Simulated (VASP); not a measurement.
A run of VASP 6.6.1:

Contents of INCAR:

```
PREC = Accurate
ENCUT = 910
EDIFF = 1E-6
ISMEAR = 0
SIGMA = 0.1
LREAL = False
LASPH = True
NELM = 120
ALGO = Normal
ISIF = 2
LWAVE = False
LCHARG = False
GGA = PE
NBANDS = 28
GGA_COMPAT = False
```

File KPOINTS:

```
regular mesh
0
Gamma
  4 4 4
```

Contents of POSCAR:

```
BaTiO3
1.0
    4.0194174579      0.0000000000      0.0000000000
    0.0000000000      4.0194174579      0.0000000000
    0.0000000000      0.0000000000      4.0194174579
Ba Ti O
1 1 3
Direct
    0.5000000000      0.5000000000      0.5000000000
    0.0000000000      0.0000000000      0.0000000000
    0.5000000000      0.0000000000      0.0000000000
    0.0000000000      0.5000000000      0.0000000000
    0.0000000000      0.0000000000      0.5000000000
```

Potentials or basis: VASP PAW PBE potentials, release 64 (Ba_sv, Ti_sv, O_h).

Run with:

```console
$ cat potpaw_PBE.64/Ba_sv/POTCAR potpaw_PBE.64/Ti_sv/POTCAR potpaw_PBE.64/O_h/POTCAR > POTCAR
$ mpirun -np 1 vasp_std > vasp.out
```

Hardware: 1 thread of AMD EPYC 9R14 (Zen 4), with other jobs on the host.

Q: Estimate the wall time of this run.

A: It took 28 s on 1 thread of AMD EPYC 9R14 (Zen 4), with other jobs on the host, peak memory 0.23 GiB. Counts: scf iterations 16, k points 10.
